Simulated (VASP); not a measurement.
# MgCd3Se4 (P6/mmm) in VASP: a series of runs, part 2 of 2

VASP 6.6.1. The steps go on from the part before.

## (3) Single point, PBE

This run uses another cell than the first one, of 29.47 Å³/atom.

INCAR reads:

```
ALGO = Normal
EDIFF = 1E-6
ENCUT = 600
GGA = PE
GGA_COMPAT = F
ISIF = 2
ISMEAR = 0
LASPH = T
LCHARG = F
LREAL = F
LWAVE = F
NBANDS = 41
NELM = 120
PREC = Accurate
SIGMA = 0.15
```

KPOINTS reads:

```
k-points
0
Gamma
  3 3 2
```

POSCAR reads:

```
MgCd3Se4
1.0
    5.1467757124      0.0000000000      0.0000000000
   -2.5733878562      4.4572385146      0.0000000000
    0.0000000000      0.0000000000     10.2771754474
Mg Cd Se
1 3 4
Direct
    0.0000000000      0.0000000000      0.5000000000
    0.3333333333      0.6666666667      0.0000000000
    0.6666666667      0.3333333333      0.0000000000
    0.0000000000      0.0000000000      0.0000000000
    0.3333333333      0.6666666667      0.5000000000
    0.6666666667      0.3333333333      0.5000000000
    0.0000000000      0.0000000000      0.7549737856
    0.0000000000      0.0000000000      0.2450262144
```

Potentials or basis: VASP PAW PBE potentials, release 64 (Mg, Cd, Se).

Command:

```console
$ cat potpaw_PBE.64/Mg/POTCAR potpaw_PBE.64/Cd/POTCAR potpaw_PBE.64/Se/POTCAR > POTCAR
$ mpirun -np 1 vasp_std > vasp.out
```

OUTCAR:

```text
EDIFF = 1E-6
   ENCUT = 600
   GGA = PE
   ISIF = 2
   ISMEAR = 0
   LASPH = T
   LREAL = F
   NELM = 120
   PREC = Accurate

 ion  position               nearest neighbor table
   1  0.000  0.000  0.500-   7 2.62   8 2.62   5 2.97   6 2.97   6 2.97   5 2.97   6 2.97   5 2.97

   2  0.333  0.667  0.000-   4 2.97   3 2.97   3 2.97   4 2.97   4 2.97   3 2.97
   3  0.667  0.333  0.000-   2 2.97   4 2.97   2 2.97   4 2.97   4 2.97   2 2.97
   4  0.000  0.000  0.000-   7 2.52   8 2.52   2 2.97   3 2.97   3 2.97   2 2.97   3 2.97   2 2.97

   5  0.333  0.667  0.500-   1 2.97   1 2.97   1 2.97
   6  0.667  0.333  0.500-   1 2.97   1 2.97   1 2.97
   7  0.000  0.000  0.755-   4 2.52   1 2.62
   8  0.000  0.000  0.245-   4 2.52   1 2.62

  LATTYP: Found a hexagonal cell.
 ALAT       =     5.1467757124
 C/A-ratio  =     1.9968182065

  Lattice vectors:

 A1 = (   5.1467757124,   0.0000000000,   0.0000000000)
 A2 = (  -2.5733878562,   4.4572385146,   0.0000000000)
 A3 = (   0.0000000000,   0.0000000000,  10.2771754474)

Analysis of symmetry for initial positions (statically):
=====================================================================
 Subroutine PRICEL returns:
 Original cell was already a primitive cell.

 Routine SETGRP: Setting up the symmetry group for a
 hexagonal supercell.

 Subroutine GETGRP returns: Found 24 space group operations
 (whereof 24 operations were pure point group operations)
 out of a pool of 24 trial point group operations.

The static configuration has the point symmetry D_6h.

Analysis of symmetry for dynamics (positions and initial velocities):
=====================================================================
 Subroutine PRICEL returns:
 Original cell was already a primitive cell.

 Routine SETGRP: Setting up the symmetry group for a
 hexagonal supercell.

 Subroutine GETGRP returns: Found 24 space group operations
[... 120 lines left out ...]
   LORBIT       =      0    0 simple, 1 ext, 2 COOP (PROOUT), +10 PAW based schemes
   GGA     = PE    functional components
   LHFCALC =     F    Hartree Fock is set to
   AEXX    =    0.0000 exact exchange contribution
   IVDW    =     0    specifies the selected vdW correction
   LEPSILON=     F    determine dielectric tensor
   LRPA    =     F    only Hartree local field effects (RPA)
 non-spin polarized calculation
 Gauss-broadening in eV      SIGMA  =   0.15
  energy-cutoff  :      600.00
  volume of cell :      235.76
 maximum number of plane-waves:      7926
 NGX is ok and might be reduce to    42
   NGX = 21   NGY = 21   NGZ = 41

 number of electron      62.0000007 magnetization

 Free energy of the ion-electron system (eV)
  ---------------------------------------------------
  ext. energy  EPLUGINS =         0.00000000
  ---------------------------------------------------
  free energy    TOTEN  =       -16.69128509 eV

  energy without entropy =      -16.59615555  energy(sigma->0) =      -16.64372032

 E-fermi :   0.8770     XC(G=0):  -8.5831

 val. band max:        0.7460068664   @ k =   0.3333   0.0000   0.5000
 cond. band min:       0.9036920855   @ k =   0.3333   0.0000   0.0000
 fundamental gap:      0.1576852191
 Fermi energy:         0.8770362150

 k-point     1 :       0.0000    0.0000    0.0000
  band No.  band energies     occupation
      1     -12.4029      2.00000
      2     -11.1756      2.00000
      3     -10.8650      2.00000
      4      -9.7365      2.00000
      5      -8.5905      2.00000
      6      -8.1180      2.00000
[... 253 lines left out ...]
     40       6.3843      0.00000
     41       7.9497      0.00000

------------------------ aborting loop because EDIFF is reached ----------------------------------------

  FORCE on cell =-STRESS in cart. coord.  units (eV):
  Direction    XX          YY          ZZ          XY          YZ          ZX
  --------------------------------------------------------------------------------------
  -------------------------------------------------------------------------------------
  Total       -0.4341555     -0.4341555      0.4124621      0.0000000      0.0000000      0.0000000
  in kB       -2.9504009     -2.9504009      2.8029783      0.0000000      0.0000000      0.0000000
  external PRESSURE =      -1.0326079 kB  Pullay stress =       0.0000000 kB

 VOLUME and BASIS-vectors are now :
 -----------------------------------------------------------------------------
  energy-cutoff  :      600.00
  volume of cell :      235.76
      direct lattice vectors                 reciprocal lattice vectors
     5.146775712  0.000000000  0.000000000     0.194296401  0.112177080  0.000000000
    -2.573387856  4.457238515  0.000000000     0.000000000  0.224354159  0.000000000
     0.000000000  0.000000000 10.277175447     0.000000000  0.000000000  0.097303000

 POSITION                                       TOTAL-FORCE (eV/Angst)
 -----------------------------------------------------------------------------------
      0.00000      0.00000      5.13859        -0.000000      0.000000      0.000000
     -0.00000      2.97149      0.00000        -0.000000      0.000000      0.000000
      2.57339      1.48575      0.00000         0.000000      0.000000      0.000000
      0.00000      0.00000      0.00000        -0.000000      0.000000      0.000000
     -0.00000      2.97149      5.13859         0.000000      0.000000      0.000000
      2.57339      1.48575      5.13859        -0.000000     -0.000000     -0.000000
      0.00000      0.00000      7.75900        -0.000000     -0.000000     -0.015862
      0.00000      0.00000      2.51818         0.000000     -0.000000      0.015862
 -----------------------------------------------------------------------------------
    total drift:                               -0.000000      0.000000      0.000000

  FREE ENERGIE OF THE ION-ELECTRON SYSTEM (eV)
  ---------------------------------------------------
  free  energy   TOTEN  =       -16.6912850900 eV

  energy  without entropy=      -16.5961555512  energy(sigma->0) =      -16.64372032
```

OSZICAR:

```text
N       E                     dE             d eps       ncg     rms          rms(c)
DAV:   1     0.429506518951E+03    0.42951E+03   -0.30053E+04   492   0.148E+03
DAV:   2     0.116930818693E+02   -0.41781E+03   -0.39994E+03   547   0.326E+02
DAV:   3    -0.189084974688E+02   -0.30602E+02   -0.30003E+02   606   0.830E+01
DAV:   4    -0.194052723027E+02   -0.49677E+00   -0.49408E+00   536   0.938E+00
DAV:   5    -0.194109486190E+02   -0.56763E-02   -0.56739E-02   575   0.956E-01    0.819E+00
DAV:   6    -0.167381718662E+02    0.26728E+01   -0.44581E+00   525   0.136E+01    0.845E+00
DAV:   7    -0.167218094173E+02    0.16362E-01   -0.57226E-01   516   0.368E+00    0.482E+00
DAV:   8    -0.167060827012E+02    0.15727E-01   -0.21127E-01   549   0.196E+00    0.105E+00
DAV:   9    -0.166904921734E+02    0.15591E-01   -0.87555E-02   533   0.959E-01    0.362E-01
DAV:  10    -0.166908702182E+02   -0.37804E-03   -0.66896E-03   543   0.321E-01    0.229E-01
DAV:  11    -0.166913449337E+02   -0.47472E-03   -0.12879E-03   532   0.164E-01    0.728E-02
DAV:  12    -0.166912548057E+02    0.90128E-04   -0.38566E-04   533   0.993E-02    0.251E-02
DAV:  13    -0.166912819311E+02   -0.27125E-04   -0.53008E-05   539   0.439E-02    0.162E-02
DAV:  14    -0.166912844687E+02   -0.25376E-05   -0.13402E-05   524   0.165E-02    0.704E-03
DAV:  15    -0.166912850900E+02   -0.62131E-06   -0.25514E-06   461   0.952E-03
   1 F= -.16691285E+02 E0= -.16643720E+02  d E =-.951295E-01
```

stdout:

```text
POSCAR found type information on POSCAR MgCdSe
 POSCAR found :  3 types and       8 ions
 scaLAPACK will be used
 LDA part: xc-table for (Slater+PW92), standard interpolation
 POSCAR, INCAR and KPOINTS ok, starting setup
 FFT: planning ... GRIDC
 FFT: planning ... GRID_SOFT
 FFT: planning ... GRID
 WAVECAR not read
 entering main loop
```

It took 49 s on 1 thread of Intel Xeon 6975P-C (Granite Rapids), shared host; peak memory 0.4 GiB.

What came out:

```yaml
Free_energy: -16.6913 eV
Pressure: -0.1 GPa
Largest_force: 0.016 eV/Å
Band_gap_on_the_k_mesh: zero (bands 31 and 32 overlap by 0.33 eV)
```

Forces in eV/Å, atoms in the order of the input:
```
Mg   0.000  0.000  0.000
Cd   0.000  0.000  0.000
Cd   0.000  0.000  0.000
Cd   0.000  0.000  0.000
Se   0.000  0.000  0.000
Se   0.000  0.000  0.000
Se   0.000  0.000 -0.016
Se   0.000  0.000  0.016
```

Levels at points of the mesh, in eV from the Fermi level:
```tsv
k point	band 29	band 30	band 31	band 32	band 33	band 34
(0.00, 0.00, 0.00)	-0.62	-0.25	-0.25	0.38	2.12	2.21
(0.00, 0.00, 0.50)	-0.62	0.08	0.08	0.38	1.58	2.41
```

Caveat: the k points lie up to 0.47 Å⁻¹ apart; semilocal functionals underestimate gaps, so a narrow gap can read as zero.
